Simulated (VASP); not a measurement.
A run of VASP 6.6.1:

Contents of INCAR:

```
SYSTEM = GaAs
PREC = Accurate
ENCUT = 520
EDIFF = 1E-8
ISMEAR = 0
SIGMA = 0.01
LREAL = .FALSE.
LASPH = .TRUE.
NELM = 100
ALGO = Normal
ISIF = 2
LWAVE = .FALSE.
LCHARG = .FALSE.
GGA = PS
IBRION = 8
NSW = 1
```

The input KPOINTS:

```
regular mesh
0
G
  8 8 8
  0 0 0
```

File POSCAR:

```
GaAs
1.0
    2.7812033951      2.7812033951      0.0000000000
   -2.7812033951      2.7812033951      0.0000000000
    0.0000000000      2.7812033951      2.7812033951
Ga As
1 1
Direct
    0.0000000000      0.0000000000      0.0000000000
    0.7500000000      0.2500000000      0.5000000000
```

Potentials or basis: VASP PAW PBE potentials, release 64 (Ga_d, As).

Run with:

```sh
$ cat potpaw_PBE.64/Ga_d/POTCAR potpaw_PBE.64/As/POTCAR > POTCAR
$ mpirun -np 1 vasp_std > vasp.out
```

Hardware: 1 thread of Intel(R) Xeon(R) Platinum 8375C CPU @ 2.90GHz (Ice Lake), on a shared host.

Estimate the wall time of this run.

Run time: 3 min on 1 thread of Intel(R) Xeon(R) Platinum 8375C CPU @ 2.90GHz (Ice Lake), with other jobs on the host, peak memory 0.29 GiB. Counts: scf iterations 43, k points 29.
